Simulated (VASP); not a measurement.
LiH, 2 atoms in the cell. The structure is cubic, space group Fm-3m (No. 225). The conventional cell has a = 4.074 Å, b = 4.074 Å, c = 4.074 Å, α = 90.00°, β = 90.00°, γ = 90.00°. Li (site symmetry m-3m) has 6 H at 2.04 Å within 2.7 Å. Within 2.7 Å of H (site symmetry m-3m) lie 6 Li at 2.04 Å. 

| Item | Value |
| --- | --- |
| Program | VASP 6.6.1 |
| Task | single point |
| Functional | LDA |
| Potentials or basis | VASP PAW LDA potentials, release 64 (Li_sv, H) |
| Cutoff | 520 eV |
| k mesh | 9 × 9 × 9 |
| Occupations | fermi-dirac, width 0.05 eV |
| Spin | no spin polarisation |
| Dipole correction | no |
| Further INCAR settings | ALGO = Normal; EDIFF = 1e-07; NBANDS = 9 |

Potentials or basis: VASP PAW LDA potentials, release 64 (Li_sv, H).

Run with:

```sh
$ cat potpaw_LDA.64/Li_sv/POTCAR potpaw_LDA.64/H/POTCAR > POTCAR
$ mpirun -np 1 vasp_std > vasp.out
```

Hardware: 1 thread of Intel Xeon 6975P-C, with other jobs on the host.

Problem. How long does it take, and how much memory?

Solution. It took 4.3 s on 1 thread of Intel Xeon 6975P-C, on a shared host, peak memory 0.12 GiB. Counts: scf iterations 11, k points 35.
